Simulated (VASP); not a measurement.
# IrO (P6_3/mmc) in VASP: notebook

The runs below take IrO through single point, with PBE.

Everything below comes from runs of VASP 6.6.1. Logs are shortened: lines on timing, memory, paths and dates and some standing lists are left out, and cuts for length are marked.

**1. The cell of the first run**

The structure is hexagonal, space group P6_3/mmc (No. 194). The conventional cell has a = 3.425 Å, b = 3.425 Å, c = 5.673 Å, α = 90.00°, β = 90.00°, γ = 120.00°. Ir (site symmetry -3m) has 6 O at 2.43 Å and 2 Ir at 2.84 Å within 3.2 Å. O (site symmetry -6m2) has 6 Ir at 2.43 Å within 3.2 Å.

**2. Single point, PBE, collinear spin**

The input, INCAR:

```
SYSTEM = IrO
ALGO = Normal ; EDIFF = 1E-7
ENCUT = 520 ; GGA = PE
ISIF = 2 ; ISMEAR = 0
ISPIN = 2 ; LASPH = .TRUE.
LCHARG = .FALSE. ; LMAXMIX = 4
LORBIT = 11 ; LREAL = .FALSE.
LWAVE = .FALSE. ; MAGMOM = 2.5 2.5 0 0
NBANDS = 27 ; NELM = 150
PREC = Accurate ; SIGMA = 0.1
```

The input, KPOINTS:

```
k-points
0
G
  18 18 8
  0 0 0
```

The input, POSCAR:

```
IrO
1.0
    3.4249978737      0.0000000000      0.0000000000
   -1.7124989368      2.9661351665      0.0000000000
    0.0000000000      0.0000000000      5.6733910387
Ir O
2 2
Direct
    0.0000000000      0.0000000000      0.0000000000
    0.0000000000      0.0000000000      0.5000000000
    0.3333333333      0.6666666667      0.2500000000
    0.6666666667      0.3333333333      0.7500000000
```

Potentials or basis: VASP PAW PBE potentials, release 64 (Ir, O).

On the command line:

```
$ cat potpaw_PBE.64/Ir/POTCAR potpaw_PBE.64/O/POTCAR > POTCAR
$ mpirun -np 1 vasp_std > vasp.out
```

OUTCAR:

```text
SYSTEM = IrO
   EDIFF = 1E-7
   ENCUT = 520
   GGA = PE
   ISIF = 2
   ISMEAR = 0
   ISPIN = 2
   LASPH = .TRUE.
   LORBIT = 11
   LREAL = .FALSE.
   NELM = 150
   PREC = Accurate

 ion  position               nearest neighbor table
   1  0.000  0.000  0.000-   3 2.43   4 2.43   3 2.43   4 2.43   4 2.43   3 2.43   2 2.84   2 2.84

   2  0.000  0.000  0.500-   3 2.43   4 2.43   3 2.43   4 2.43   4 2.43   3 2.43   1 2.84   1 2.84

   3  0.333  0.667  0.250-   1 2.43   2 2.43   1 2.43   2 2.43   1 2.43   2 2.43
   4  0.667  0.333  0.750-   1 2.43   2 2.43   1 2.43   2 2.43   1 2.43   2 2.43

  LATTYP: Found a hexagonal cell.
 ALAT       =     3.4249978737
 C/A-ratio  =     1.6564655652

  Lattice vectors:

 A1 = (   3.4249978737,   0.0000000000,   0.0000000000)
 A2 = (  -1.7124989368,   2.9661351665,   0.0000000000)
 A3 = (   0.0000000000,   0.0000000000,   5.6733910387)

Analysis of symmetry for initial positions (statically):
=====================================================================
 Subroutine PRICEL returns:
 Original cell was already a primitive cell.

 Routine SETGRP: Setting up the symmetry group for a
 hexagonal supercell.

 Subroutine GETGRP returns: Found 24 space group operations
 (whereof 12 operations were pure point group operations)
 out of a pool of 24 trial point group operations.

The static configuration has the point symmetry D_3d.
 The point group associated with its full space group is D_6h.

Analysis of symmetry for dynamics (positions and initial velocities):
=====================================================================
 Subroutine PRICEL returns:
 Original cell was already a primitive cell.

 Routine SETGRP: Setting up the symmetry group for a
 hexagonal supercell.

 Subroutine GETGRP returns: Found 24 space group operations
 (whereof 12 operations were pure point group operations)
 out of a pool of 24 trial point group operations.

The dynamic configuration has the point symmetry D_3d.
 The point group associated with its full space group is D_6h.

Analysis of structural, dynamic, and magnetic symmetry:
=====================================================================
 Subroutine PRICEL returns:
 Original cell was already a primitive cell.

 Routine SETGRP: Setting up the symmetry group for a
 hexagonal supercell.

 Subroutine GETGRP returns: Found 24 space group operations
 (whereof 12 operations were pure point group operations)
 out of a pool of 24 trial point group operations.

The overall configuration has the point symmetry D_3d.
 The point group associated with its full space group is D_6h.

 Subroutine INISYM returns: Found 24 space group operations
 (whereof 12 operations are pure point group operations),
 and found     1 'primitive' translations

----------------------------------------------------------------------------------------

                                     Primitive cell

  volume of cell :      57.6360

  direct lattice vectors                    reciprocal lattice vectors
     3.424997874  0.000000000  0.000000000     0.291970984  0.168569526  0.000000000
    -1.712498937  2.966135166  0.000000000     0.000000000  0.337139053  0.000000000
     0.000000000  0.000000000  5.673391039     0.000000000  0.000000000  0.176261427

  length of vectors
     3.424997874  3.424997874  5.673391039     0.337139053  0.337139053  0.176261427

  position of ions in fractional coordinates (direct lattice)
     0.000000000  0.000000000  0.000000000
     0.000000000  0.000000000  0.500000000
     0.333333333  0.666666667  0.250000000
     0.666666667  0.333333333  0.750000000

  ion indices of the primitive-cell ions
   primitive index   ion index
                 1           1
                 2           2
                 3           3
                 4           4

----------------------------------------------------------------------------------------

 KPOINTS: k-points

Automatic generation of k-mesh.
 Grid dimensions read from file:
 generate k-points for:   18   18    8

 Generating k-lattice:

  Cartesian coordinates                     Fractional coordinates (reciprocal lattice)
     0.016220610  0.009364974  0.000000000     0.055555556 -0.000000000  0.000000000
     0.000000000  0.018729947  0.000000000     0.000000000  0.055555556  0.000000000
     0.000000000  0.000000000  0.022032678     0.000000000  0.000000000  0.125000000

  Length of vectors
     0.018729947  0.018729947  0.022032678

  Shift w.r.t. Gamma in fractional coordinates (k-lattice)
     0.000000000  0.000000000  0.000000000

 Subroutine IBZKPT returns following result:
 ===========================================

 Found    185 irreducible k-points:

 Following reciprocal coordinates:
            Coordinates               Weight
  0.000000  0.000000  0.000000      1.000000
  0.055556 -0.000000  0.000000      6.000000
  0.111111 -0.000000  0.000000      6.000000
  0.166667 -0.000000  0.000000      6.000000
  0.222222 -0.000000  0.000000      6.000000
  0.277778  0.000000  0.000000      6.000000
[... 16 lines left out ...]
  0.333333  0.111111  0.000000     12.000000
  0.388889  0.111111  0.000000     12.000000
 [... further k-points ...]
   k-points           NKPTS =    185   k-points in BZ     NKDIM =    185   number of bands    NBANDS=     27
   number of dos      NEDOS =    301   number of ions     NIONS =      4
   total plane-waves  NPLWV =  32928
   dimension x,y,z NGX =    28 NGY =   28 NGZ =   42
   dimension x,y,z NGXF=    56 NGYF=   56 NGZF=   84
   ions per type =               2   2
   NGX,Y,Z   is equivalent  to a cutoff of  13.59, 13.59, 12.31 a.u.
   NGXF,Y,Z  is equivalent  to a cutoff of  27.18, 27.18, 24.61 a.u.
 SYSTEM =  IrO
   PREC   = accura    normal or accurate (medium, high low for compatibility)
   ISTART =      0    job   : 0-new  1-cont  2-samecut
   ICHARG =      2    charge: 1-file 2-atom 10-const
   ISPIN  =      2    spin polarized calculation?
   LNONCOLLINEAR =      F non collinear calculations
   LSORBIT =      F    spin-orbit coupling
   LASPH  =      T    aspherical Exc in radial PAW
   ENCUT  =  520.0 eV  38.22 Ry    6.18 a.u.   6.37  6.37 10.55*2*pi/ulx,y,z
   NELM   =    150;   NELMIN=  2; NELMDL= -5     # of ELM steps
   EDIFF  = 0.1E-06   stopping-criterion for ELM
   LREAL  =      F    real-space projection
   EDIFFG = 0.1E-05   stopping-criterion for IOM
   NSW    =      0    number of steps for IOM
   IBRION =     -1    ionic relax: 0-MD 1-quasi-New 2-CG
   NFREE  =      0    steps in history (QN), initial steepest desc. (CG)
   ISIF   =      2    stress and relaxation
   ISYM   =      2    0-nonsym 1-usesym 2-fastsym
   POTIM  = 0.5000    time-step for ionic-motion
   TEBEG  =    0.0;   TEEND  =   0.0 temperature during run
   PSTRESS=    0.0 pullay stress
   NELECT =      30.0000    total number of electrons
   NUPDOWN=      -1.0000    fix difference up-down
   EMIN   =  10.00;   EMAX   =-10.00  energy-range for DOS
   EFERMI =   0.00;   METHOD = LEGACY
   ISMEAR =     0;   SIGMA  =   0.10  broadening in eV -4-tet -1-fermi 0-gaus
   EFERMI_NEDOS =   21; number of points for ismear=-14 and -15
   IALGO  =     38    algorithm
   IMIX   =      4    mixing-type and parameters
     AMIX     =   0.40;   BMIX     =  1.00
     AMIX_MAG =   1.60;   BMIX_MAG =  1.00
  volume/ion in A,a.u.               =      14.41        97.24
  Fermi-wavevector in a.u.,A,eV,Ry     =   1.316893  2.488568 23.595333  1.734208
  Thomas-Fermi vector in A             =   2.446973
   LORBIT       =     11    0 simple, 1 ext, 2 COOP (PROOUT), +10 PAW based schemes
   GGA     = PE    functional components
   LHFCALC =     F    Hartree Fock is set to
   AEXX    =    0.0000 exact exchange contribution
   IVDW    =     0    specifies the selected vdW correction
   LEPSILON=     F    determine dielectric tensor
   LRPA    =     F    only Hartree local field effects (RPA)
 spin polarized calculation
 Gauss-broadening in eV      SIGMA  =   0.10
  energy-cutoff  :      520.00
  volume of cell :       57.64
 maximum number of plane-waves:      1574
 NGX is ok and might be reduce to    28
   NGX = 13   NGY = 13   NGZ = 21

 number of electron      29.9999994 magnetization       0.0002330

 Free energy of the ion-electron system (eV)
  ---------------------------------------------------
  ext. energy  EPLUGINS =         0.00000000
  ---------------------------------------------------
  free energy    TOTEN  =       -23.44637979 eV

  energy without entropy =      -23.41877846  energy(sigma->0) =      -23.43257912

 E-fermi :   4.6395     XC(G=0): -11.5697

 val. band max:        4.6370391964   @ k =   0.1111  -0.0000   0.0000
 cond. band min:       4.6395025930   @ k =   0.2222  -0.0000   0.2500
 fundamental gap:      0.0024633966
 Fermi energy:         4.6394588237

 spin component 1

 k-point     1 :       0.0000    0.0000    0.0000
  band No.  band energies     occupation
      1     -14.3118      1.00000
      2     -13.7340      1.00000
      3      -2.2332      1.00000
      4      -0.6706      1.00000
      5      -0.6706      1.00000
      6       0.6334      1.00000
[... 19 lines left out ...]
     26      22.0257      0.00000
     27      22.6924      0.00000

 k-point     2 :       0.0556   -0.0000    0.0000
  band No.  band energies     occupation
      1     -14.2970      1.00000
      2     -13.7364      1.00000
      3      -2.1848      1.00000
      4      -0.6630      1.00000
      5      -0.6604      1.00000
      6       0.5063      1.00000
[... 19 lines left out ...]
     26      22.0740      0.00000
     27      22.1863      0.00000

 k-point     3 :       0.1111   -0.0000    0.0000
  band No.  band energies     occupation
      1     -14.2539      1.00000
      2     -13.7424      1.00000
      3      -2.0430      1.00000
      4      -0.6440      1.00000
      5      -0.6307      1.00000
      6       0.1126      1.00000
[... 594 lines left out ...]
      1     -13.8695      1.00000
      2     -13.7599      1.00000
      3      -2.0740      1.00000
      4      -0.8165      1.00000
      5      -0.7913      1.00000
      6      -0.1202      1.00000
[... 19 lines left out ...]
     26      18.5683      0.00000
     27      20.2336      0.00000

 k-point    24 :       0.3889    0.1111    0.0000
  band No.  band energies     occupation
      1     -13.8524      1.00000
      2     -13.7370      1.00000
      3      -2.2340      1.00000
      4      -0.8853      1.00000
      5      -0.7983      1.00000
      6      -0.0161      1.00000
[... 19 lines left out ...]
     26      18.5186      0.00000
     27      20.0526      0.00000

 [... further k-points ...]

 spin component 2

 k-point     1 :       0.0000    0.0000    0.0000
  band No.  band energies     occupation
      1     -14.3118      1.00000
      2     -13.7340      1.00000
      3      -2.2332      1.00000
      4      -0.6706      1.00000
      5      -0.6706      1.00000
      6       0.6334      1.00000
[... 19 lines left out ...]
     26      22.0256      0.00000
     27      22.6924      0.00000

 k-point     2 :       0.0556   -0.0000    0.0000
  band No.  band energies     occupation
      1     -14.2970      1.00000
      2     -13.7364      1.00000
      3      -2.1848      1.00000
      4      -0.6629      1.00000
      5      -0.6603      1.00000
      6       0.5063      1.00000
[... 19 lines left out ...]
     26      22.0741      0.00000
     27      22.1862      0.00000

 k-point     3 :       0.1111   -0.0000    0.0000
  band No.  band energies     occupation
      1     -14.2539      1.00000
      2     -13.7424      1.00000
      3      -2.0430      1.00000
      4      -0.6440      1.00000
      5      -0.6306      1.00000
      6       0.1127      1.00000
[... 594 lines left out ...]
      1     -13.8695      1.00000
      2     -13.7599      1.00000
      3      -2.0740      1.00000
      4      -0.8164      1.00000
      5      -0.7912      1.00000
      6      -0.1202      1.00000
[... 19 lines left out ...]
     26      18.5683      0.00000
     27      20.2336      0.00000

 k-point    24 :       0.3889    0.1111    0.0000
  band No.  band energies     occupation
      1     -13.8524      1.00000
      2     -13.7370      1.00000
      3      -2.2340      1.00000
      4      -0.8852      1.00000
      5      -0.7982      1.00000
      6      -0.0161      1.00000
[... 19 lines left out ...]
     26      18.5186      0.00000
     27      20.0525      0.00000

 [... further k-points ...]

------------------------ aborting loop because EDIFF is reached ----------------------------------------

  FORCE on cell =-STRESS in cart. coord.  units (eV):
  Direction    XX          YY          ZZ          XY          YZ          ZX
  --------------------------------------------------------------------------------------
  -------------------------------------------------------------------------------------
  Total       -8.0557686     -8.0557686    -11.7641663     -0.0000000     -0.0000000      0.0000000
  in kB     -223.9358394   -223.9358394   -327.0226050     -0.0000000     -0.0000000      0.0000000
  external PRESSURE =    -258.2980946 kB  Pullay stress =       0.0000000 kB

 VOLUME and BASIS-vectors are now :
 -----------------------------------------------------------------------------
  energy-cutoff  :      520.00
  volume of cell :       57.64
      direct lattice vectors                 reciprocal lattice vectors
     3.424997874  0.000000000  0.000000000     0.291970984  0.168569526  0.000000000
    -1.712498937  2.966135166  0.000000000     0.000000000  0.337139053  0.000000000
     0.000000000  0.000000000  5.673391039     0.000000000  0.000000000  0.176261427

 POSITION                                       TOTAL-FORCE (eV/Angst)
 -----------------------------------------------------------------------------------
      0.00000      0.00000      0.00000         0.000000     -0.000000      0.000000
      0.00000      0.00000      2.83670         0.000000     -0.000000      0.000000
     -0.00000      1.97742      1.41835        -0.000000      0.000000     -0.000000
      1.71250      0.98871      4.25504         0.000000     -0.000000      0.000000
 -----------------------------------------------------------------------------------
    total drift:                                0.000000     -0.000000      0.000000

  FREE ENERGIE OF THE ION-ELECTRON SYSTEM (eV)
  ---------------------------------------------------
  free  energy   TOTEN  =       -23.4463797890 eV

  energy  without entropy=      -23.4187784603  energy(sigma->0) =      -23.43257912

 total charge

# of ion       s       p       d       tot
------------------------------------------
    1        0.420   0.278   6.845   7.543
    2        0.420   0.278   6.845   7.543
    3        1.617   3.140   0.000   4.758
    4        1.617   3.140   0.000   4.758
--------------------------------------------------
tot          4.075   6.835  13.691  24.601

 magnetization (x)

# of ion       s       p       d       tot
------------------------------------------
    1        0.000   0.000   0.000   0.000
    2        0.000   0.000   0.000   0.000
    3        0.000   0.000   0.000   0.000
    4        0.000   0.000   0.000   0.000
--------------------------------------------------
tot          0.000   0.000   0.000   0.000
```

Wall time 11 min (1 thread of Intel Xeon 8259CL, shared host); peak memory 0.51 GiB.

What came out:

- Free energy: -23.4464 eV
- Pressure: -25.8 GPa
- Band gap on the k mesh: zero (filled and empty bands overlap)
- Net moment: 0.00 μB per cell
- Valence electrons inside the program's atomic spheres: Ir 7.54; O 4.76

Caveat: the stress differs along the axes, from -33 to -22 GPa; spin-orbit coupling is left out, which moves the levels of the heavy elements.

[end of part 1 of 2]
